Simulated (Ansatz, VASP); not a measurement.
**Sn: VASP beside Ansatz**

```
Sn
1.0
     0.00000    2.89165    4.08879
     2.89165    0.00000    4.08879
     2.89165    2.89165    0.00000
Sn
2
Cartesian
  2.8916 2.8916 4.0888
  4.3375 4.3375 6.1332
```

Alike in both runs: task single point; functional r2SCAN; k mesh 14 × 14 × 14; occupations gaussian, width 0.15 eV; no spin polarisation.

|  | VASP | Ansatz |
| --- | --- | --- |
| version | VASP 6.6.1 | Ansatz 0.2.0 |
| potentials or method | VASP PAW PBE potentials, release 64 (Sn_d), cutoff 520 eV | scalar-relativistic, plane waves, PAW |
| valence electrons in the cell | 28 | 28 |

VASP gave:

```
gap on the k mesh at the Fermi level (eV)                     : none
pressure (GPa)                                                : 1.1
traceless stress, the component that is largest in VASP (GPa) : -5.73
```

Task: Estimate Ansatz's values.

Result: gap on the k mesh at the Fermi level (eV): none; pressure (GPa): 1.1; traceless stress, the component that is largest in VASP (GPa): -5.75.

VASP's potentials were made for PBE, not for r2SCAN. A gap of «none» marks a metal or a gap that the smearing closes. With one functional, cell and mesh, what is left measures potentials, basis and numerics.
